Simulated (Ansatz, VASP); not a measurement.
## Two plane-wave programs on Sn2O

```
CELL_PARAMETERS angstrom
5.20389 0.00000 0.00000
0.00000 5.20389 0.00000
0.00000 0.00000 5.20389
ATOMIC_POSITIONS crystal
Sn 0.25000 0.25000 0.25000
Sn 0.75000 0.75000 0.25000
Sn 0.25000 0.75000 0.75000
Sn 0.75000 0.25000 0.75000
O 0.00000 0.00000 0.00000
O 0.50000 0.50000 0.50000
```

Alike in both runs: task relaxation of cell and atoms; functional PBE; k mesh 8 × 8 × 8; occupations fermi-dirac, width 0.15 eV; no spin polarisation.

```csv
,VASP,Ansatz
version,VASP 6.6.1,Ansatz 0.2.0
potentials or method,"VASP PAW PBE potentials, release 64 (Sn_d, O), cutoff 600 eV","scalar-relativistic, plane waves, PAW"
valence electrons in the cell,68,68
```

Ansatz gave:

- gap on the k mesh at the Fermi level, each at its own relaxed structure (eV): none
- relaxed volume (Å³/atom): 23.51
- relaxed cell length with the largest relative difference (Å): 5.205

Q: Which values does VASP return?

A: gap on the k mesh at the Fermi level, each at its own relaxed structure (eV): none; relaxed volume (Å³/atom): 23.52; relaxed cell length with the largest relative difference (Å): 5.207.

A gap of «none» marks a metal or a gap that the smearing closes.
